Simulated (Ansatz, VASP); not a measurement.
Os in VASP and in Ansatz

File INCAR:

```
PREC = Accurate ; ENCUT = 520
EDIFF = 1E-6 ; ISMEAR = -1
SIGMA = 0.08 ; LREAL = False
LASPH = True ; NELM = 60
ALGO = Normal ; ISIF = 2
LWAVE = False ; LCHARG = True
GGA = CA ; LELF = True
LVHAR = True ; NBANDS = 10
```

File KPOINTS:

```
Automatic mesh
0
Gamma
  19 19 19
```

POSCAR

```
Os
1.0
    0.0000000000      1.7350976188      1.7350976188
    1.7350976188      0.0000000000      1.7350976188
    1.7350976188      1.7350976188      0.0000000000
Os
1
Direct
    0.0000000000      0.0000000000      0.0000000000
```

Input for Ansatz:

```yaml
crystal:
  lattice:
    - [0.0, 1.7350976188, 1.7350976188]
    - [1.7350976188, 0.0, 1.7350976188]
    - [1.7350976188, 1.7350976188, 0.0]
  atoms:
    - { symbol: Os, position: [0.0, 0.0, 0.0] }
kpoints:
  mp_grid: { grid: [19, 19, 19] }
scf:
  occupations: { method: fermi_dirac, width: 0.08 }
hamiltonian:
  xc: lda
  pseudopotentials: { kind: all_electron, lapw: { basis_error: 0.001 } }
output:
  forces: true
  stress: true
  eigenvalues: true
  populations: true
```

Change from the starting cell: volume scaled by 0.76, LAPW.

Alike in both runs: task single point; functional LDA; k mesh 19 × 19 × 19; occupations fermi-dirac, width 0.08 eV; no spin polarisation.

|  | VASP | Ansatz |
| --- | --- | --- |
| version | VASP 6.6.1 | Ansatz 0.2.0 |
| potentials or method | VASP PAW LDA potentials, release 64 (Os), cutoff 520 eV | all-electron LAPW, scalar-relativistic |

```csv
,VASP,Ansatz,Ansatz less VASP
pressure (GPa),237.8,226.3,-11.43
```

LDA's correlation is that of Perdew and Zunger in VASP and of Perdew and Wang (1992) in Ansatz. Both programs put the cell under a high pressure, so it lies far from rest at this level. Ansatz ran all-electron here, and VASP with PAW potentials.

Neither program's run includes spin-orbit coupling. Noted on VASP's run: the cell as given lies far from equilibrium.
